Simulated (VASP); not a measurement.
AlN: single point with RPBE

Crystal: AlN.

```xyz
2
Lattice="0.0000 1.9690 1.9690 1.9690 0.0000 1.9690 1.9690 1.9690 0.0000" Properties=species:S:1:pos:R:3 pbc="T T T"
Al    0.0000    0.0000    0.0000
N     1.9690    1.9690    1.9690
```

```
Program             : VASP 6.6.1
Task                : single point
Functional          : RPBE
Potentials or basis : VASP PAW PBE potentials, release 64 (Al, N)
Cutoff              : 600 eV
k mesh              : 8 × 8 × 8
Occupations         : gaussian, width 0.01 eV
Spin                : no spin polarisation
```

| Item | Value |
| --- | --- |
| Pressure | 34.9 GPa |
| Band gap on the k mesh | 5.16 eV, indirect (least direct gap 6.88 eV) |

Levels at points of the mesh, in eV from the valence-band top:
```
           k point  band 1  band 2  band 3  band 4  band 5  band 6  band 7  band 8
(0.00, 0.00, 0.00)  -18.34    0.00    0.00    0.00    6.88   12.43   12.43   12.43
(0.50, 0.00, 0.00)  -14.79   -8.81   -1.24   -1.24    6.66   11.74   11.74   14.61
(0.50, 0.50, 0.00)  -13.70   -7.93   -3.01   -3.01    5.16    5.51   15.13   18.68
```

Run time: 5.8 s on 1 thread of Intel Xeon 6975P-C, on a shared host, peak memory 0.13 GiB.

Caveat: the PAW data sets were made with another functional, which shifts forces and pressure a little. A k mesh can miss the band edges.
